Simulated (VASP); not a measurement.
BeS (f.bd3): single point with PBE+D3(BJ)

BeS (f.bd3):

```
CELL_PARAMETERS angstrom
0.00000 2.40772 2.40772
2.40772 0.00000 2.40772
2.40772 2.40772 0.00000
ATOMIC_POSITIONS crystal
Be 0.00000 0.00000 0.00000
S 0.25000 0.25000 0.25000
```

| Property | Result |
| --- | --- |
| Program | VASP 6.6.1 |
| Task | single point |
| Functional | PBE |
| Dispersion | D3(BJ) |
| Potentials or basis | VASP PAW PBE potentials, release 64 (Be, S) |
| Cutoff | 600 eV |
| k mesh | 8 × 8 × 8 |
| Occupations | gaussian, width 0.02 eV |
| Spin | no spin polarisation |

The pressure is 0.1 GPa and the band gap on the k mesh is 3.06 eV, indirect (least direct gap 5.66 eV). The dispersion energy per atom is -0.308 eV.

Levels at points of the mesh, in eV from the valence-band top:
```csv
k point,band 1,band 2,band 3,band 4,band 5,band 6,band 7,band 8,band 9
"(0.00, 0.00, 0.00)",-13.84,0.00,0.00,0.00,5.66,5.66,5.66,6.07,12.86
"(0.50, 0.00, 0.00)",-12.17,-5.93,-1.06,-1.06,5.56,6.56,6.56,11.31,15.04
"(0.50, 0.50, 0.00)",-11.60,-5.13,-2.72,-2.72,3.06,4.90,12.96,12.96,15.85
```

It took 14 s on 1 thread of Intel Xeon 8259CL (shared host), peak memory 0.16 GiB.

A k mesh can miss the band edges. Expect the measured gap to be larger: semilocal functionals such as PBE lack the derivative discontinuity.
